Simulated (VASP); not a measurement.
The system is Pt.

```
Pt
1.0
    -1.61526    1.61526    1.61526
     1.61526   -1.61526    1.61526
     1.61526    1.61526   -1.61526
Pt
1
Direct
  0.00000 0.00000 0.00000
```

Base run:

```yaml
Program: VASP 6.6.1
Functional: BLYP
Potentials_or_basis: VASP PAW PBE potentials, release 64 (Pt)
Cutoff: 520 eV
k_mesh: 15 × 15 × 15
Occupations: fermi-dirac, width 0.1 eV
Spin: no spin polarisation
```

Its results: band gap on the k mesh zero (band 5 reaches 10.50 eV, above the bottom of band 6 at 8.63 eV); pressure 0.7 GPa.

Problem. After a change of settings the same cell gave: band gap on the k mesh zero (band 9 reaches 10.03 eV, above the bottom of band 10 at 8.16 eV); pressure -2.0 GPa. Which change was it?
A. potentials or basis from VASP PAW PBE potentials, release 64 (Pt) to VASP PAW PBE potentials, release 64 (Pt_sv_GW); cutoff from 520 eV to 500 eV; further incar settings from ALGO = Normal; EDIFF = 1e-06; NBANDS = 11 to ALGO = Normal; EDIFF = 1e-06; NBANDS = 15; valence electrons from 10 to 18
B. k mesh from 15 × 15 × 15 to 22 × 22 × 22; further incar settings from ALGO = Normal; EDIFF = 1e-06; NBANDS = 11 to ALGO = Normal; EDIFF = 1e-07; NBANDS = 11
C. k mesh from 15 × 15 × 15 to 14 × 14 × 14

Solution. A.

Caveats: the PAW data sets were made with another functional, which shifts forces and pressure a little; spin-orbit coupling is left out, which moves the levels of the heavy elements.
